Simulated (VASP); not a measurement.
# ZnO (P6_3/mmc) in VASP: further runs

Runs on ZnO. Level: PBE. Tasks: single point.

All numbers are computed with VASP 6.6.1; they aren't measurements. Logs are shortened: lines on timing, memory, paths and dates and some standing lists are left out, and cuts for length are marked.

## (1) The cell of the first run

It takes space group P6_3/mmc (No. 194, hexagonal). Conventional cell: a = 3.278 Å, b = 3.278 Å, c = 7.653 Å, α = 90.00°, β = 90.00°, γ = 120.00°. Zn (site symmetry -6m2) has 3 O at 1.89 Å within 2.5 Å. O (site symmetry -6m2) has 3 Zn at 1.89 Å within 2.5 Å.

## (2) Single point, PBE

The input, POSCAR:

```
ZnO
1.0
    3.2777674927     -0.0000000029      0.0000000000
   -1.6388837438      2.8386299178      0.0000000000
    0.0000000000      0.0000000000      7.6528275485
Zn O
2 2
Direct
    0.0000000000      0.0000000000      0.7500000000
    0.0000000000      0.0000000000      0.2500000000
    0.3333333333      0.6666666667      0.2500000000
    0.6666666667      0.3333333333      0.7500000000
```

The input, INCAR.step1:

```
  PREC = Accurate
  ENCUT = 520
  EDIFF = 1E-7
  ISMEAR = 0
  SIGMA = 0.02
  LREAL = False
  LASPH = True
  NELM = 100
  ALGO = Normal
  ISIF = 2
  LWAVE = False
  LCHARG = True
  GGA = PE
  NBANDS = 26
```

The input, KPOINTS.step1:

```
regular mesh
0
Gamma
  12 12 4
```

The input, INCAR.step2:

```
  PREC = Accurate
  ENCUT = 520
  EDIFF = 1E-7
  ISMEAR = -5
  SIGMA = 0.02
  LREAL = False
  LASPH = True
  NELM = 100
  ALGO = Normal
  ISIF = 2
  LWAVE = False
  LCHARG = False
  GGA = PE
  LORBIT = 11
  NEDOS = 2001
  ICHARG = 11
```

The input, KPOINTS.step2:

```
regular mesh
0
Gamma
  18 18 6
```

Potentials or basis: VASP PAW PBE potentials, release 64 (Zn, O).

On the command line:

```bash
cat potpaw_PBE.64/Zn/POTCAR potpaw_PBE.64/O/POTCAR > POTCAR
cp INCAR.step1 INCAR
cp KPOINTS.step1 KPOINTS
mpirun -np 1 vasp_std > vasp.out
cp INCAR.step2 INCAR
cp KPOINTS.step2 KPOINTS
mpirun -np 1 vasp_std > vasp.out
```

OUTCAR:

```text
PREC = Accurate
   ENCUT = 520
   EDIFF = 1E-7
   ISMEAR = -5
   LREAL = False
   LASPH = True
   NELM = 100
   ISIF = 2
   GGA = PE
   LORBIT = 11
   ICHARG = 11

 ion  position               nearest neighbor table
   1  0.000  0.000  0.750-   4 1.89   4 1.89   4 1.89
   2  0.000  0.000  0.250-   3 1.89   3 1.89   3 1.89
   3  0.333  0.667  0.250-   2 1.89   2 1.89   2 1.89
   4  0.667  0.333  0.750-   1 1.89   1 1.89   1 1.89

  LATTYP: Found a hexagonal cell.
 ALAT       =     3.2777674927
 C/A-ratio  =     2.3347682731

  Lattice vectors:

 A1 = (   3.2777674927,  -0.0000000029,   0.0000000000)
 A2 = (  -1.6388837438,   2.8386299178,   0.0000000000)
 A3 = (   0.0000000000,   0.0000000000,   7.6528275485)

Analysis of symmetry for initial positions (statically):
=====================================================================
 Subroutine PRICEL returns:
 Original cell was already a primitive cell.

 Routine SETGRP: Setting up the symmetry group for a
 hexagonal supercell.

 Subroutine GETGRP returns: Found 24 space group operations
 (whereof 12 operations were pure point group operations)
 out of a pool of 24 trial point group operations.

The static configuration has the point symmetry D_3d.
 The point group associated with its full space group is D_6h.

Analysis of symmetry for dynamics (positions and initial velocities):
=====================================================================
 Subroutine PRICEL returns:
 Original cell was already a primitive cell.

 Routine SETGRP: Setting up the symmetry group for a
 hexagonal supercell.

 Subroutine GETGRP returns: Found 24 space group operations
 (whereof 12 operations were pure point group operations)
 out of a pool of 24 trial point group operations.

The dynamic configuration has the point symmetry D_3d.
 The point group associated with its full space group is D_6h.

 Subroutine INISYM returns: Found 24 space group operations
 (whereof 12 operations are pure point group operations),
 and found     1 'primitive' translations

----------------------------------------------------------------------------------------

                                     Primitive cell

  volume of cell :      71.2047

  direct lattice vectors                    reciprocal lattice vectors
     3.277767493 -0.000000003  0.000000000     0.305085703  0.176141313  0.000000000
    -1.638883744  2.838629918  0.000000000     0.000000000  0.352282626  0.000000000
     0.000000000  0.000000000  7.652827549     0.000000000  0.000000000  0.130670657

  length of vectors
     3.277767493  3.277767493  7.652827549     0.352282626  0.352282626  0.130670657

  position of ions in fractional coordinates (direct lattice)
     0.000000000  0.000000000  0.750000000
     0.000000000  0.000000000  0.250000000
     0.333333333  0.666666667  0.250000000
     0.666666667  0.333333333  0.750000000

  ion indices of the primitive-cell ions
   primitive index   ion index
                 1           1
                 2           2
                 3           3
                 4           4

----------------------------------------------------------------------------------------

 KPOINTS: regular mesh

Automatic generation of k-mesh.
 Grid dimensions read from file:
 generate k-points for:   18   18    6

 Generating k-lattice:

  Cartesian coordinates                     Fractional coordinates (reciprocal lattice)
     0.016949206  0.009785628  0.000000000     0.055555556  0.000000000  0.000000000
     0.000000000  0.019571257  0.000000000     0.000000000  0.055555556  0.000000000
     0.000000000  0.000000000  0.021778443     0.000000000  0.000000000  0.166666667

  Length of vectors
     0.019571257  0.019571257  0.021778443

  Shift w.r.t. Gamma in fractional coordinates (k-lattice)
     0.000000000  0.000000000  0.000000000

 TETIRR: Found   1977 inequivalent tetrahedra from    11664

 Subroutine IBZKPT returns following result:
 ===========================================

 Found    148 irreducible k-points:

 Following reciprocal coordinates:
            Coordinates               Weight
  0.000000  0.000000  0.000000      1.000000
  0.055556  0.000000  0.000000      6.000000
  0.111111  0.000000  0.000000      6.000000
  0.166667  0.000000  0.000000      6.000000
  0.222222  0.000000  0.000000      6.000000
  0.277778  0.000000  0.000000      6.000000
[... 16 lines left out ...]
  0.333333  0.111111  0.000000     12.000000
  0.388889  0.111111  0.000000     12.000000
 [... further k-points ...]
   k-points           NKPTS =    148   k-points in BZ     NKDIM =    148   number of bands    NBANDS=     22
   number of dos      NEDOS =   2001   number of ions     NIONS =      4
   total plane-waves  NPLWV =  34560
   dimension x,y,z NGX =    24 NGY =   24 NGZ =   60
   dimension x,y,z NGXF=    48 NGYF=   48 NGZF=  120
   ions per type =               2   2
   NGX,Y,Z   is equivalent  to a cutoff of  12.17, 12.17, 13.03 a.u.
   NGXF,Y,Z  is equivalent  to a cutoff of  24.35, 24.35, 26.07 a.u.
 SYSTEM =  unknown system
   PREC   = accura    normal or accurate (medium, high low for compatibility)
   ISTART =      0    job   : 0-new  1-cont  2-samecut
   ICHARG =     11    charge: 1-file 2-atom 10-const
   ISPIN  =      1    spin polarized calculation?
   LNONCOLLINEAR =      F non collinear calculations
   LSORBIT =      F    spin-orbit coupling
   LASPH  =      T    aspherical Exc in radial PAW
   ENCUT  =  520.0 eV  38.22 Ry    6.18 a.u.   6.09  6.09 14.23*2*pi/ulx,y,z
   NELM   =    100;   NELMIN=  2; NELMDL=  0     # of ELM steps
   EDIFF  = 0.1E-06   stopping-criterion for ELM
   LREAL  =      F    real-space projection
   EDIFFG = 0.1E-05   stopping-criterion for IOM
   NSW    =      0    number of steps for IOM
   IBRION =     -1    ionic relax: 0-MD 1-quasi-New 2-CG
   NFREE  =      0    steps in history (QN), initial steepest desc. (CG)
   ISIF   =      2    stress and relaxation
   ISYM   =      2    0-nonsym 1-usesym 2-fastsym
   POTIM  = 0.5000    time-step for ionic-motion
   TEBEG  =    0.0;   TEEND  =   0.0 temperature during run
   PSTRESS=    0.0 pullay stress
   NELECT =      36.0000    total number of electrons
   NUPDOWN=      -1.0000    fix difference up-down
   EMIN   =  10.00;   EMAX   =-10.00  energy-range for DOS
   EFERMI =   0.00;   METHOD = LEGACY
   ISMEAR =    -5;   SIGMA  =   0.02  broadening in eV -4-tet -1-fermi 0-gaus
   EFERMI_NEDOS =   21; number of points for ismear=-14 and -15
   IALGO  =     38    algorithm
   IMIX   =      4    mixing-type and parameters
     AMIX     =   0.40;   BMIX     =  1.00
     AMIX_MAG =   1.60;   BMIX_MAG =  1.00
  volume/ion in A,a.u.               =      17.80       120.13
  Fermi-wavevector in a.u.,A,eV,Ry     =   1.304186  2.464553 23.142149  1.700900
  Thomas-Fermi vector in A             =   2.435138
   LORBIT       =     11    0 simple, 1 ext, 2 COOP (PROOUT), +10 PAW based schemes
   GGA     = PE    functional components
   LHFCALC =     F    Hartree Fock is set to
   AEXX    =    0.0000 exact exchange contribution
   IVDW    =     0    specifies the selected vdW correction
   LEPSILON=     F    determine dielectric tensor
   LRPA    =     F    only Hartree local field effects (RPA)
 non-spin polarized calculation
 Fermi weights with tetrahedron method with Bloechl corrections
  energy-cutoff  :      520.00
  volume of cell :       71.20
 maximum number of plane-waves:      1948

 number of electron      36.0000017 magnetization

 Free energy of the ion-electron system (eV)
  ---------------------------------------------------
  ext. energy  EPLUGINS =         0.00000000
  ---------------------------------------------------
  free energy    TOTEN  =       -16.97006582 eV

  energy without entropy =      -16.97006582  energy(sigma->0) =      -16.97006582

 E-fermi :  -0.9850     XC(G=0):  -8.5264

 val. band max:       -0.9975473139   @ k =   0.0000   0.0000   0.0000
 cond. band min:      -0.0766123803   @ k =   0.0000   0.0000   0.0000
 fundamental gap:      0.9209349336
 Fermi energy:        -0.9849623205

 k-point     1 :       0.0000    0.0000    0.0000
  band No.  band energies     occupation
      1     -18.5135      2.00000
      2     -18.4689      2.00000
      3      -7.1473      2.00000
      4      -7.1473      2.00000
      5      -7.1401      2.00000
      6      -7.1401      2.00000
[... 14 lines left out ...]
     21       3.9446      0.00000
     22       8.9570      0.00000

 k-point     2 :       0.0556    0.0000    0.0000
  band No.  band energies     occupation
      1     -18.4991      2.00000
      2     -18.4550      2.00000
      3      -7.1539      2.00000
      4      -7.1473      2.00000
      5      -7.1264      2.00000
      6      -7.1192      2.00000
[... 14 lines left out ...]
     21       3.9443      0.00000
     22       8.9143      0.00000

 k-point     3 :       0.1111    0.0000    0.0000
  band No.  band energies     occupation
      1     -18.4574      2.00000
      2     -18.4153      2.00000
      3      -7.1699      2.00000
      4      -7.1648      2.00000
      5      -7.0648      2.00000
      6      -7.0574      2.00000
[... 14 lines left out ...]
     21       3.9437      0.00000
     22       8.8366      0.00000

 k-point     4 :       0.1667    0.0000    0.0000
  band No.  band energies     occupation
      1     -18.3929      2.00000
      2     -18.3540      2.00000
      3      -7.1854      2.00000
      4      -7.1823      2.00000
      5      -6.9655      2.00000
      6      -6.9580      2.00000
[... 14 lines left out ...]
     21       3.9447      0.00000
     22       8.7151      0.00000

 k-point     5 :       0.2222    0.0000    0.0000
  band No.  band energies     occupation
      1     -18.3125      2.00000
      2     -18.2777      2.00000
      3      -7.1875      2.00000
      4      -7.1859      2.00000
      5      -6.8345      2.00000
      6      -6.8270      2.00000
[... 14 lines left out ...]
     21       3.9502      0.00000
     22       8.5540      0.00000

 k-point     6 :       0.2778    0.0000    0.0000
  band No.  band energies     occupation
      1     -18.2252      2.00000
      2     -18.1956      2.00000
      3      -7.1650      2.00000
      4      -7.1632      2.00000
      5      -6.6812      2.00000
      6      -6.6739      2.00000
[... 14 lines left out ...]
     21       4.5472      0.00000
     22       8.3600      0.00000

 k-point     7 :       0.3333    0.0000    0.0000
  band No.  band energies     occupation
      1     -18.1414      2.00000
      2     -18.1178      2.00000
      3      -7.1118      2.00000
      4      -7.1098      2.00000
      5      -6.5203      2.00000
      6      -6.5135      2.00000
[... 324 lines left out ...]
      6      -6.7690      2.00000
[... 14 lines left out ...]
     21       4.2047      0.00000
     22       8.5309      0.00000

 k-point    21 :       0.2222    0.1111    0.0000
  band No.  band energies     occupation
      1     -18.1986      2.00000
      2     -18.1707      2.00000
      3      -7.1489      2.00000
      4      -7.1454      2.00000
      5      -6.6211      2.00000
      6      -6.6150      2.00000
[... 14 lines left out ...]
     21       4.8596      0.00000
     22       8.3736      0.00000

 k-point    22 :       0.2778    0.1111    0.0000
  band No.  band energies     occupation
      1     -18.1198      2.00000
      2     -18.0975      2.00000
      3      -7.0846      2.00000
      4      -7.0812      2.00000
      5      -6.4566      2.00000
      6      -6.4510      2.00000
[... 14 lines left out ...]
     21       5.4636      0.00000
     22       7.7993      0.00000

 k-point    23 :       0.3333    0.1111    0.0000
  band No.  band energies     occupation
      1     -18.0542      2.00000
      2     -18.0377      2.00000
      3      -6.9977      2.00000
      4      -6.9953      2.00000
      5      -6.3027      2.00000
      6      -6.2982      2.00000
[... 14 lines left out ...]
     21       5.8681      0.00000
     22       7.3949      0.00000

 k-point    24 :       0.3889    0.1111    0.0000
  band No.  band energies     occupation
      1     -18.0104      2.00000
      2     -17.9990      2.00000
      3      -6.9173      2.00000
      4      -6.9142      2.00000
      5      -6.3217      2.00000
      6      -6.2280      2.00000
[... 14 lines left out ...]
     21       5.8294      0.00000
     22       7.3684      0.00000

 [... further k-points ...]

------------------------ aborting loop because EDIFF is reached ----------------------------------------

  FORCE on cell =-STRESS in cart. coord.  units (eV):
  Direction    XX          YY          ZZ          XY          YZ          ZX
  --------------------------------------------------------------------------------------
  -------------------------------------------------------------------------------------
  Total        0.4596338      0.4596338     -0.0731133      0.0000000     -0.0000000      0.0000000
  in kB       10.3422183     10.3422183     -1.6451214      0.0000000     -0.0000000      0.0000000
  external PRESSURE =       6.3464384 kB  Pullay stress =       0.0000000 kB

 VOLUME and BASIS-vectors are now :
 -----------------------------------------------------------------------------
  energy-cutoff  :      520.00
  volume of cell :       71.20
      direct lattice vectors                 reciprocal lattice vectors
     3.277767493 -0.000000003  0.000000000     0.305085703  0.176141313  0.000000000
    -1.638883744  2.838629918  0.000000000     0.000000000  0.352282626  0.000000000
     0.000000000  0.000000000  7.652827549     0.000000000  0.000000000  0.130670657

 POSITION                                       TOTAL-FORCE (eV/Angst)
 -----------------------------------------------------------------------------------
      0.00000      0.00000      5.73962        -0.000000     -0.000000      0.000000
      0.00000      0.00000      1.91321         0.000000      0.000000     -0.000000
      0.00000      1.89242      1.91321        -0.000000      0.000000     -0.000000
      1.63888      0.94621      5.73962         0.000000     -0.000000      0.000000
 -----------------------------------------------------------------------------------
    total drift:                               -0.000000      0.000000      0.000000

  FREE ENERGIE OF THE ION-ELECTRON SYSTEM (eV)
  ---------------------------------------------------
  free  energy   TOTEN  =       -16.9700658176 eV

  energy  without entropy=      -16.9700658176  energy(sigma->0) =      -16.97006582

 total charge

# of ion       s       p       d       tot
------------------------------------------
    1        0.501   0.482   9.878  10.860
    2        0.501   0.482   9.878  10.860
    3        1.544   3.452   0.000   4.996
    4        1.544   3.452   0.000   4.996
--------------------------------------------------
tot          4.091   7.867  19.755  31.713
```

Run time: 87 s. Hardware: 1 thread of AMD EPYC 9R45 (Zen 5), shared host; peak memory 0.29 GiB.

What came out:

```yaml
Valence_electrons_inside_the_program's_atomic_spheres: Zn 10.86; O 5.00
```

## (3) Single point, PBE

The input, POSCAR:

```
ZnO
1.0
    3.2777674920     -0.0000000029      0.0000000000
   -1.6388837435      2.8386299173      0.0000000000
    0.0000000000      0.0000000000      7.6528274211
Zn O
2 2
Direct
    0.0000000000      0.0000000000      0.7500000000
    0.0000000000      0.0000000000      0.2500000000
    0.3333333333      0.6666666667      0.2500000000
    0.6666666667      0.3333333333      0.7500000000
```

INCAR.step1 is that of step 2.

KPOINTS.step1 is that of step 2.

INCAR.step2 is that of step 2.

KPOINTS.step2 is that of step 2.

Potentials or basis: VASP PAW PBE potentials, release 64 (Zn, O).

On the command line:

```bash
cat potpaw_PBE.64/Zn/POTCAR potpaw_PBE.64/O/POTCAR > POTCAR
cp INCAR.step1 INCAR
cp KPOINTS.step1 KPOINTS
mpirun -np 1 vasp_std > vasp.out
cp INCAR.step2 INCAR
cp KPOINTS.step2 KPOINTS
mpirun -np 1 vasp_std > vasp.out
```

It took 3.1 min on 1 thread of AMD EPYC 7R13 (Zen 3), shared host; peak memory 0.3 GiB.

It converged, with:

| Property | Result |
| --- | --- |
| Valence electrons inside the program's atomic spheres | Zn 10.86; O 5.00 |

Levels at points of the mesh, in eV from the valence-band top:
```
           k point  band 15  band 16  band 17  band 18  band 19  band 20  band 21  band 22
(0.00, 0.00, 0.00)     0.00     0.00     0.00     0.00     0.92     3.04     4.94     9.95
(0.50, 0.00, 0.00)    -1.88    -1.84    -0.93    -0.92     5.07     5.61     6.20     8.38
(0.00, 0.00, 0.50)     0.00     0.00     0.00     0.00     1.84     1.84     6.73     6.73
(0.50, 0.00, 0.50)    -1.86    -1.86    -0.91    -0.91     5.18     5.18     7.46     7.46
```
